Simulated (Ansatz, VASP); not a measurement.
## Nb in VASP and in Ansatz

POSCAR

```
Nb
1.0
    0.0000000000      2.0515500000      2.1784500000
    2.0515500000      0.0000000000      2.1784500000
    2.0515500000      2.0515500000      0.0000000000
Nb
1
Direct
    0.0000000000      0.0000000000      0.0000000000
```

File INCAR.step1:

```
  ALGO = Normal
  EDIFF = 1E-4
  ENCUT = 520
  GGA = PE
  ISMEAR = 0
  LASPH = T
  LCHARG = F
  LREAL = F
  LWAVE = T
  NBANDS = 12
  NELM = 60
  PREC = Accurate
  SIGMA = 0.15
```

INCAR.step2

```
  ALGO = Normal
  EDIFF = 1E-6
  ENCUT = 520
  ISIF = 2
  ISMEAR = 0
  ISTART = 1
  LASPH = T
  LCHARG = F
  LMIXTAU = T
  LREAL = F
  LWAVE = F
  METAGGA = R2SCAN
  NBANDS = 12
  NELM = 60
  PREC = Accurate
  SIGMA = 0.15
```

File KPOINTS:

```
k-points
0
Gamma
  20 20 20
```

Input for Ansatz:

```yaml
crystal:
  lattice:
    - [0.0, 2.05155, 2.17845]
    - [2.05155, 0.0, 2.17845]
    - [2.05155, 2.05155, 0.0]
  atoms:
    - { symbol: Nb, position: [0.0, 0.0, 0.0] }
basis:
  ecutwfc: 500
kpoints:
  mp_grid: { grid: [20, 20, 20] }
hamiltonian:
  xc: r2scan
scf:
  occupations: { method: gaussian, width: 0.15 }
output:
  forces: true
  stress: true
  eigenvalues: true
```

Change from the starting cell: strain -0.030 along x and y, +0.030 along z, atoms carried along.

Alike in both runs: task single point; functional r2SCAN; k mesh 20 × 20 × 20; occupations gaussian, width 0.15 eV; no spin polarisation.

|  | VASP | Ansatz |
| --- | --- | --- |
| version | VASP 6.6.1 | Ansatz 0.2.0 |
| potentials or method | VASP PAW PBE potentials, release 64 (Nb_sv), cutoff 520 eV | scalar-relativistic, plane waves, PAW |
| valence electrons in the cell | 13 | 13 |

|  | VASP | Ansatz | Ansatz less VASP |
| --- | --- | --- | --- |
| gap on the k mesh at the Fermi level (eV) | none | none | - |
| pressure (GPa) | 2.4 | 2.5 | +0.17 |
| traceless stress, the component that is largest in VASP (GPa) | 9.07 | 9.10 | +0.032 |

VASP's potentials were made for PBE, not for r2SCAN. A gap of «none» marks a metal or a gap that the smearing closes. With one functional, cell and mesh, what is left measures potentials, basis and numerics.
